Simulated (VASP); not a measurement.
# Rh6N in VASP: single point with PBE+D3(BJ)

Aim: the single point of Rh6N with PBE+D3(BJ).

All numbers are computed with VASP 6.6.1; they aren't measurements. Logs are shortened: lines on timing, memory, paths and dates and some standing lists are left out, and cuts for length are marked.

### Step 1. The cell of the first run

The cell holds a slab with vacuum, 14 atoms: a = 5.365 Å, b = 5.365 Å, c = 22.487 Å, α = 90.00°, β = 90.00°, γ = 90.00°.

### Step 2. Single point, PBE+D3(BJ)

Input file INCAR:

```
SYSTEM = Rh6N
ALGO = Normal
DIPOL = 0.5 0.5 0.299
EDIFF = 1E-7
ENCUT = 520
GGA = PE
IDIPOL = 3
ISIF = 2
ISMEAR = 0
IVDW = 12
LASPH = .TRUE.
LCHARG = .FALSE.
LDIPOL = .TRUE.
LREAL = .FALSE.
LWAVE = .FALSE.
NBANDS = 108
NELM = 100
PREC = Accurate
SIGMA = 0.1
```

Input file KPOINTS:

```
k-points
0
G
  5 5 1
  0 0 0
```

Input file POSCAR:

```
Rh6N
1.0
    5.3650160441      0.0000000000      0.0000000000
    0.0000000000      5.3650160441      0.0000000000
    0.0000000000      0.0000000000     22.4874012803
Rh N
12 2
Direct
    0.2500000000      0.2500000000      0.1778773790
    0.2500000000      0.7500000000      0.1778773790
    0.7500000000      0.2500000000      0.1778773790
    0.7500000000      0.7500000000      0.1778773790
    0.0000000000      0.0000000000      0.2598726471
    0.0000000000      0.5000000000      0.2598726471
    0.5000000000      0.0000000000      0.2598726471
    0.5000000000      0.5000000000      0.2598726471
    0.2500000000      0.2500000000      0.3418536977
    0.2500000000      0.7500000000      0.3418536977
    0.7500000000      0.2500000000      0.3418536977
    0.7500000000      0.7500000000      0.3418536977
    0.3333333333      0.5000000000      0.5063902733
    0.3333333333      0.5000000000      0.5553065525
```

Potentials or basis: VASP PAW PBE potentials, release 64 (Rh_pv, N).

On the command line:

```sh
cat potpaw_PBE.64/Rh_pv/POTCAR potpaw_PBE.64/N/POTCAR > POTCAR
mpirun -np 1 vasp_std > vasp.out
```

OUTCAR:

```text
SYSTEM = Rh6N
   EDIFF = 1E-7
   ENCUT = 520
   GGA = PE
   ISIF = 2
   ISMEAR = 0
   IVDW = 12
   LASPH = .TRUE.
   LREAL = .FALSE.
   NELM = 100
   PREC = Accurate
 IVDW          = 12

 ion  position               nearest neighbor table
   1  0.250  0.250  0.178-   5 2.65   6 2.65   7 2.65   8 2.65   2 2.68   3 2.68   2 2.68   3 2.68

   2  0.250  0.750  0.178-   5 2.65   6 2.65   7 2.65   8 2.65   1 2.68   4 2.68   1 2.68   4 2.68

   3  0.750  0.250  0.178-   5 2.65   6 2.65   7 2.65   8 2.65   1 2.68   4 2.68   4 2.68   1 2.68
[... 15 lines left out ...]
  11  0.750  0.250  0.342-   5 2.65   6 2.65   7 2.65   8 2.65   9 2.68  12 2.68  12 2.68   9 2.68

  12  0.750  0.750  0.342-   5 2.65   6 2.65   7 2.65   8 2.65  10 2.68  11 2.68  11 2.68  10 2.68

  13  0.333  0.500  0.506-  14 1.10
  14  0.333  0.500  0.555-  13 1.10

  LATTYP: Found a simple tetragonal cell.
 ALAT       =     5.3650160441
 C/A-ratio  =     4.1914881699

  Lattice vectors:

 A1 = (   5.3650160441,   0.0000000000,   0.0000000000)
 A2 = (   0.0000000000,   5.3650160441,   0.0000000000)
 A3 = (   0.0000000000,   0.0000000000,  22.4874012803)

Analysis of symmetry for initial positions (statically):
=====================================================================
 Subroutine PRICEL returns:
 Original cell was already a primitive cell.

 Routine SETGRP: Setting up the symmetry group for a
 simple tetragonal supercell.

 Subroutine GETGRP returns: Found  2 space group operations
 (whereof  2 operations were pure point group operations)
 out of a pool of 16 trial point group operations.

The static configuration has the point symmetry C_1h.

Analysis of symmetry for dynamics (positions and initial velocities):
=====================================================================
 Subroutine PRICEL returns:
 Original cell was already a primitive cell.

 Routine SETGRP: Setting up the symmetry group for a
 simple tetragonal supercell.

 Subroutine GETGRP returns: Found  2 space group operations
 (whereof  2 operations were pure point group operations)
 out of a pool of 16 trial point group operations.

The dynamic configuration has the point symmetry C_1h.

 Subroutine INISYM returns: Found  2 space group operations
 (whereof  2 operations are pure point group operations),
 and found     1 'primitive' translations

----------------------------------------------------------------------------------------

                                     Primitive cell

  volume of cell :     647.2638

  direct lattice vectors                    reciprocal lattice vectors
     5.365016044  0.000000000  0.000000000     0.186392732  0.000000000  0.000000000
     0.000000000  5.365016044  0.000000000     0.000000000  0.186392732  0.000000000
     0.000000000  0.000000000 22.487401280     0.000000000  0.000000000  0.044469345

  length of vectors
     5.365016044  5.365016044 22.487401280     0.186392732  0.186392732  0.044469345

  position of ions in fractional coordinates (direct lattice)
     0.250000000  0.250000000  0.177877379
     0.250000000  0.750000000  0.177877379
     0.750000000  0.250000000  0.177877379
     0.750000000  0.750000000  0.177877379
     0.000000000  0.000000000  0.259872647
     0.000000000  0.500000000  0.259872647
     0.500000000  0.000000000  0.259872647
     0.500000000  0.500000000  0.259872647
     0.250000000  0.250000000  0.341853698
     0.250000000  0.750000000  0.341853698
     0.750000000  0.250000000  0.341853698
     0.750000000  0.750000000  0.341853698
     0.333333333  0.500000000  0.506390273
     0.333333333  0.500000000  0.555306552

  ion indices of the primitive-cell ions
   primitive index   ion index
                 1           1
                 2           2
                 3           3
                 4           4
                 5           5
                 6           6
                 7           7
                 8           8
                 9           9
                10          10
                11          11
                12          12
                13          13
                14          14

----------------------------------------------------------------------------------------

 KPOINTS: k-points

Automatic generation of k-mesh.
 Grid dimensions read from file:
 generate k-points for:    5    5    1

 Generating k-lattice:

  Cartesian coordinates                     Fractional coordinates (reciprocal lattice)
     0.037278546  0.000000000  0.000000000     0.200000000  0.000000000  0.000000000
     0.000000000  0.037278546  0.000000000     0.000000000  0.200000000  0.000000000
     0.000000000  0.000000000  0.044469345     0.000000000  0.000000000  1.000000000

  Length of vectors
     0.037278546  0.037278546  0.044469345

  Shift w.r.t. Gamma in fractional coordinates (k-lattice)
     0.000000000  0.000000000  0.000000000

 Subroutine IBZKPT returns following result:
 ===========================================

 Found      9 irreducible k-points:

 Following reciprocal coordinates:
            Coordinates               Weight
  0.000000  0.000000  0.000000      1.000000
  0.200000  0.000000  0.000000      2.000000
  0.000000  0.200000  0.000000      2.000000
  0.400000  0.000000  0.000000      2.000000
  0.000000  0.400000  0.000000      2.000000
  0.200000  0.200000  0.000000      4.000000
  0.400000  0.200000  0.000000      4.000000
 -0.200000  0.400000  0.000000      4.000000
  0.400000  0.400000  0.000000      4.000000
   k-points           NKPTS =      9   k-points in BZ     NKDIM =      9   number of bands    NBANDS=    108
   number of dos      NEDOS =    301   number of ions     NIONS =     14
   total plane-waves  NPLWV = 268800
   dimension x,y,z NGX =    40 NGY =   40 NGZ =  168
   dimension x,y,z NGXF=    80 NGYF=   80 NGZF=  336
   ions per type =              12   2
   NGX,Y,Z   is equivalent  to a cutoff of  12.39, 12.39, 12.42 a.u.
   NGXF,Y,Z  is equivalent  to a cutoff of  24.79, 24.79, 24.84 a.u.
 SYSTEM =  Rh6N
   PREC   = accura    normal or accurate (medium, high low for compatibility)
   ISTART =      0    job   : 0-new  1-cont  2-samecut
   ICHARG =      2    charge: 1-file 2-atom 10-const
   ISPIN  =      1    spin polarized calculation?
   LNONCOLLINEAR =      F non collinear calculations
   LSORBIT =      F    spin-orbit coupling
   LASPH  =      T    aspherical Exc in radial PAW
   ENCUT  =  520.0 eV  38.22 Ry    6.18 a.u.   9.98  9.98 41.81*2*pi/ulx,y,z
   NELM   =    100;   NELMIN=  2; NELMDL= -5     # of ELM steps
   EDIFF  = 0.1E-06   stopping-criterion for ELM
   LREAL  =      F    real-space projection
   EDIFFG = 0.1E-05   stopping-criterion for IOM
   NSW    =      0    number of steps for IOM
   IBRION =     -1    ionic relax: 0-MD 1-quasi-New 2-CG
   NFREE  =      0    steps in history (QN), initial steepest desc. (CG)
   ISIF   =      2    stress and relaxation
   ISYM   =      2    0-nonsym 1-usesym 2-fastsym
   POTIM  = 0.5000    time-step for ionic-motion
   TEBEG  =    0.0;   TEEND  =   0.0 temperature during run
   PSTRESS=    0.0 pullay stress
   NELECT =     190.0000    total number of electrons
   NUPDOWN=      -1.0000    fix difference up-down
   EMIN   =  10.00;   EMAX   =-10.00  energy-range for DOS
   EFERMI =   0.00;   METHOD = LEGACY
   ISMEAR =     0;   SIGMA  =   0.10  broadening in eV -4-tet -1-fermi 0-gaus
   EFERMI_NEDOS =   21; number of points for ismear=-14 and -15
   IALGO  =     38    algorithm
   IMIX   =      4    mixing-type and parameters
     AMIX     =   0.40;   BMIX     =  1.00
     AMIX_MAG =   1.60;   BMIX_MAG =  1.00
  volume/ion in A,a.u.               =      46.23       312.00
  Fermi-wavevector in a.u.,A,eV,Ry     =   1.088008  2.056038 16.106064  1.183762
  Thomas-Fermi vector in A             =   2.224180
   LORBIT       =      0    0 simple, 1 ext, 2 COOP (PROOUT), +10 PAW based schemes
   GGA     = PE    functional components
   LHFCALC =     F    Hartree Fock is set to
   AEXX    =    0.0000 exact exchange contribution
   IVDW    =    12    specifies the selected vdW correction
   LEPSILON=     F    determine dielectric tensor
   LRPA    =     F    only Hartree local field effects (RPA)
 non-spin polarized calculation
 Gauss-broadening in eV      SIGMA  =   0.10
  energy-cutoff  :      520.00
  volume of cell :      647.26
 maximum number of plane-waves:     17455
   NGX = 19   NGY = 19   NGZ = 83

 dipolmoment           0.000000      0.000000      0.036705 electrons x Angstroem

 number of electron     190.0000011 magnetization

 dipolmoment           0.000000      0.000000     -0.007547 electrons x Angstroem

 Free energy of the ion-electron system (eV)
  ---------------------------------------------------
  ext. energy  EPLUGINS =         0.00000000
  ---------------------------------------------------
  free energy    TOTEN  =       -95.39562812 eV

  energy without entropy =      -95.29523647  energy(sigma->0) =      -95.34543230

 E-fermi :  -0.3437     XC(G=0):  -4.9815

 val. band max:       -0.3448940162   @ k =   0.2000   0.0000   0.0000
 cond. band min:      -0.3433840253   @ k =   0.2000   0.0000   0.0000
 fundamental gap:      0.0015099909
 Fermi energy:        -0.3437277634

 k-point     1 :       0.0000    0.0000    0.0000
  band No.  band energies     occupation
      1     -47.4286      2.00000
      2     -47.4286      2.00000
      3     -47.3704      2.00000
      4     -47.3703      2.00000
      5     -47.2386      2.00000
      6     -47.2253      2.00000
[... 979 lines left out ...]
    106       0.6508      0.00000
    107       1.4965      0.00000
 [bands above 107 left out]

------------------------ aborting loop because EDIFF is reached ----------------------------------------

 vacuum level on the upper side and lower side of the slab       (xc-potential included)        -0.069        -0.023

 Edisp (eV)   -4.92333

 E8    (eV) :    -2.3058

  FORCE on cell =-STRESS in cart. coord.  units (eV):
  Direction    XX          YY          ZZ          XY          YZ          ZX
  --------------------------------------------------------------------------------------
  -------------------------------------------------------------------------------------
  Total      -8.22234    -8.21561     1.69074     0.00000     0.00000    -0.01278
  in kB     -20.35283   -20.33616     4.18511     0.00000     0.00000    -0.03163
  external pressure =      -12.17 kB  Pullay stress =        0.00 kB

 VOLUME and BASIS-vectors are now :
 -----------------------------------------------------------------------------
  energy-cutoff  :      520.00
  volume of cell :      647.26
      direct lattice vectors                 reciprocal lattice vectors
     5.365016044  0.000000000  0.000000000     0.186392732  0.000000000  0.000000000
     0.000000000  5.365016044  0.000000000     0.000000000  0.186392732  0.000000000
     0.000000000  0.000000000 22.487401280     0.000000000  0.000000000  0.044469345

 POSITION                                       TOTAL-FORCE (eV/Angst)
 -----------------------------------------------------------------------------------
      1.34125      1.34125      4.00000        -0.000413      0.000463      0.017072
      1.34125      4.02376      4.00000        -0.000413     -0.000463      0.017072
      4.02376      1.34125      4.00000         0.000744     -0.002802      0.017519
      4.02376      4.02376      4.00000         0.000744      0.002802      0.017519
      0.00000      0.00000      5.84386         0.004484      0.000000     -0.001206
      0.00000      2.68251      5.84386        -0.003238      0.000000     -0.004834
      2.68251      0.00000      5.84386        -0.002696      0.000000     -0.004023
      2.68251      2.68251      5.84386         0.003168      0.000000     -0.001753
      1.34125      1.34125      7.68740        -0.001489     -0.009152      0.002613
      1.34125      4.02376      7.68740        -0.001489      0.009152      0.002613
      4.02376      1.34125      7.68740         0.001450      0.002039     -0.005810
      4.02376      4.02376      7.68740         0.001450     -0.002039     -0.005810
      1.78834      2.68251     11.38740        -0.003238      0.000000     -2.162046
      1.78834      2.68251     12.48740         0.000936      0.000000      2.111077
 -----------------------------------------------------------------------------------
    total drift:                               -0.000063      0.000000     -0.000862

  FREE ENERGIE OF THE ION-ELECTRON SYSTEM (eV)
  ---------------------------------------------------
  free  energy   TOTEN  =      -100.3189599834 eV

  energy  without entropy=     -100.2185683331  energy(sigma->0) =     -100.26876416

 vacuum level on the upper side and lower side of the slab         4.527         4.578
```

Run time: 85 min. Hardware: 1 thread of Intel Xeon 8259CL, shared host; peak memory 0.82 GiB.

Results:

```yaml
Free_energy: -100.3190 eV
Largest_force: 2.162 eV/Å
Band_gap_on_the_k_mesh: zero (bands 95 and 96 overlap by 0.70 eV)
Dispersion_energy_per_atom: -0.352 eV
```

Forces on the atoms (eV/Å):
```
Rh   0.000  0.000  0.017
Rh   0.000  0.000  0.017
Rh   0.001 -0.003  0.018
Rh   0.001  0.003  0.018
Rh   0.004  0.000 -0.001
Rh  -0.003  0.000 -0.005
Rh  -0.003  0.000 -0.004
Rh   0.003  0.000 -0.002
Rh  -0.001 -0.009  0.003
Rh  -0.001  0.009  0.003
Rh   0.001  0.002 -0.006
Rh   0.001 -0.002 -0.006
N   -0.003  0.000 -2.162
N    0.001  0.000  2.111
```

Levels at points of the mesh, in eV from the Fermi level:
| k point | band 92 | band 93 | band 94 | band 95 | band 96 | band 97 | band 98 | band 99 |
| --- | --- | --- | --- | --- | --- | --- | --- | --- |
| (0.00, 0.00, 0.00) | 0.26 | 0.32 | 0.33 | 0.33 | 0.37 | 0.56 | 0.56 | 0.68 |

Caveat: the standard files for N, O and F lose accuracy on very short bonds.
